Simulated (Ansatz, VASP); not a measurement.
Two plane-wave programs on MgO2

The input POSCAR:

```
MgO2
1.0
    1.6047610160      0.9265092046      3.4066294030
   -1.6047610160      0.9265092046      3.4066294030
    0.0000000000     -1.8530184092      3.4066294030
Mg O
1 2
Direct
    0.0000000000      0.0000000000      0.0000000000
    0.4287860000      0.4287860000      0.4287860000
    0.5712140000      0.5712140000      0.5712140000
```

File INCAR.step1:

```
SYSTEM = MgO2
ALGO = Normal ; EDIFF = 1E-4
ENCUT = 520 ; GGA = PE
ISMEAR = 0 ; LASPH = .True.
LCHARG = .False. ; LREAL = .False.
LWAVE = .True. ; NBANDS = 14
NELM = 60 ; PREC = Accurate
SIGMA = 0.05
```

INCAR.step2

```
SYSTEM = MgO2
ALGO = Normal ; EDIFF = 1E-6
ENCUT = 520 ; ISIF = 2
ISMEAR = 0 ; ISTART = 1
LASPH = .True. ; LCHARG = .False.
LMIXTAU = .True. ; LREAL = .False.
LWAVE = .False. ; METAGGA = R2SCAN
NBANDS = 14 ; NELM = 60
PREC = Accurate ; SIGMA = 0.05
```

KPOINTS

```
k-points
0
Gamma
  12 12 12
  0 0 0
```

Input for Ansatz:

```yaml
crystal:
  lattice:
    - [1.604761016, 0.9265092046, 3.406629403]
    - [-1.604761016, 0.9265092046, 3.406629403]
    - [0.0, -1.8530184092, 3.406629403]
  atoms:
    - { symbol: Mg, position: [0.0, 0.0, 0.0] }
    - { symbol: O, position: [0.428786, 0.428786, 0.428786] }
    - { symbol: O, position: [0.571214, 0.571214, 0.571214] }
basis:
  ecutwfc: 500
kpoints:
  mp_grid: { grid: [12, 12, 12] }
hamiltonian:
  xc: r2scan
scf:
  occupations: { method: gaussian, width: 0.05 }
output:
  forces: true
  stress: true
  eigenvalues: true
```

Change from the starting cell: strain +0.000 along x and y, -0.025 along z, atoms carried along.

Alike in both runs: task single point; functional r2SCAN; k mesh 12 × 12 × 12; occupations gaussian, width 0.05 eV; no spin polarisation.

|  | VASP | Ansatz |
| --- | --- | --- |
| version | VASP 6.6.1 | Ansatz 0.2.0 |
| potentials or method | VASP PAW PBE potentials, release 64 (Mg, O), cutoff 520 eV | scalar-relativistic, plane waves, PAW |
| valence electrons in the cell | 14 | 22 |

|  | VASP | Ansatz | Ansatz less VASP |
| --- | --- | --- | --- |
| gap on the k mesh at the Fermi level (eV) | 3.47 | 3.51 | +0.035 |
| least direct gap on the mesh (eV) | 3.47 | 3.51 | +0.035 |
| pressure (GPa) | -0.8 | -0.6 | +0.24 |
| traceless stress, the component that is largest in VASP (GPa) | 9.46 | 7.69 | -1.771 |
| rms of the force components (eV/Å) | 0.402 | 0.254 | -0.1485 |

VASP's potentials were made for PBE, not for r2SCAN. Atom by atom the forces differ by 0.149 eV/Å (rms over components). VASP's potentials hold 14 valence electrons a cell and Ansatz's 22, so a difference there can come from the potentials and not from the codes.
